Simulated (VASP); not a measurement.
# KCl: single point with r2SCAN

KCl:

```
CELL_PARAMETERS angstrom
0.00000 3.17599 3.17599
3.17599 0.00000 3.17599
3.17599 3.17599 0.00000
ATOMIC_POSITIONS crystal
K 0.00000 0.00000 0.00000
Cl 0.50000 0.50000 0.50000
```

This cell differs from its parent crystal: volume changed by +3%.

| Item | Value |
| --- | --- |
| Program | VASP 6.6.1 |
| Task | single point |
| Functional | r2SCAN |
| Potentials or basis | VASP PAW PBE potentials, release 64 (K_sv, Cl) |
| Cutoff | 520 eV |
| k mesh | 6 × 6 × 6 |
| Occupations | gaussian, width 0.01 eV |
| Spin | no spin polarisation |

| Quantity | Value |
| --- | --- |
| Pressure | -0.5 GPa |
| Band gap on the k mesh | 5.73 eV, direct |

Levels at points of the mesh, in eV from the valence-band top:
```
           k point  band 6  band 7  band 8  band 9  band 10  band 11
(0.00, 0.00, 0.00)    0.00    0.00    0.00    5.73     9.02     9.02
(0.50, 0.00, 0.00)   -1.00   -0.30   -0.30    8.05     9.13    11.23
(0.50, 0.50, 0.00)   -0.65   -0.22   -0.22    7.06     9.09    10.52
```

It took 43 s on 1 thread of Intel(R) Xeon(R) Platinum 8559C (Emerald Rapids), with other jobs on the host, peak memory 0.21 GiB.

Caveat: the PAW data sets were made with another functional, which shifts forces and pressure a little.
